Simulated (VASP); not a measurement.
**HfO2: single point with PBEsol**

The system is HfO2.

```
Hf O
1.0
     5.06773   -0.00010   -0.00010
    -0.00010    5.06773   -0.00010
    -0.00010   -0.00010    5.06773
Hf O
4 8
Cartesian
  5.0607 5.0607 5.0607
  -0.0069 2.5270 2.5270
  2.5270 -0.0069 2.5270
  2.5270 2.5270 -0.0069
  1.1569 1.1569 1.1569
  1.3968 1.3968 3.6571
  1.3968 3.6571 1.3968
  1.1570 3.8971 3.8972
  3.6571 1.3968 1.3968
  3.8972 1.1570 3.8971
  3.8971 3.8972 1.1570
  3.6574 3.6574 3.6574
```

- Program: VASP 6.6.1
- Task: single point
- Functional: PBEsol
- Potentials or basis: VASP PAW PBE potentials, release 64 (Hf_pv, O)
- Cutoff: 520 eV
- k mesh: 4 × 4 × 4
- Occupations: gaussian, width 0.01 eV
- Spin: no spin polarisation
- Dipole correction: no
- Further INCAR settings: ALGO = Normal; EDIFF = 1e-07; NBANDS = 56

The pressure is -3.4 GPa, the largest force is 0.014 eV/Å and the band gap on the k mesh is 4.32 eV (least direct gap 4.37 eV).

Forces in eV/Å, atoms in the order of the input:
```
Hf   0.000  0.000  0.000
Hf   0.000  0.000  0.000
Hf   0.000  0.000  0.000
Hf   0.000  0.000  0.000
O   -0.006 -0.006 -0.006
O    0.007  0.008 -0.006
O    0.008 -0.006  0.007
O   -0.005  0.005  0.005
O   -0.006  0.007  0.008
O    0.005 -0.005  0.005
O    0.005  0.005 -0.005
O   -0.008 -0.008 -0.008
```

Levels at points of the mesh, in eV from the valence-band top:
```tsv
k point	band 40	band 41	band 42	band 43	band 44	band 45	band 46	band 47	band 48	band 49
(0.00, 0.00, 0.00)	-0.16	-0.16	-0.04	-0.04	-0.04	4.32	4.32	5.21	5.21	5.47
(0.50, 0.00, 0.00)	-0.28	-0.02	-0.02	0.00	0.00	5.01	5.10	5.43	5.64	5.68
(0.50, 0.50, 0.00)	-1.39	-0.39	-0.33	-0.20	-0.20	4.81	4.81	5.28	5.45	5.70
(0.50, 0.50, 0.50)	-1.22	-1.22	-1.04	-1.04	-1.04	5.09	5.09	5.09	5.28	5.28
```

It took 56 s on 1 thread of Intel(R) Xeon(R) 6975P-C (Granite Rapids), with other jobs on the host, peak memory 0.27 GiB.

Caveat: the cell stands under tension; the PAW data sets were made with another functional, which shifts forces and pressure a little; spin-orbit coupling is left out, which moves the levels of the heavy elements. A k mesh can miss the band edges.
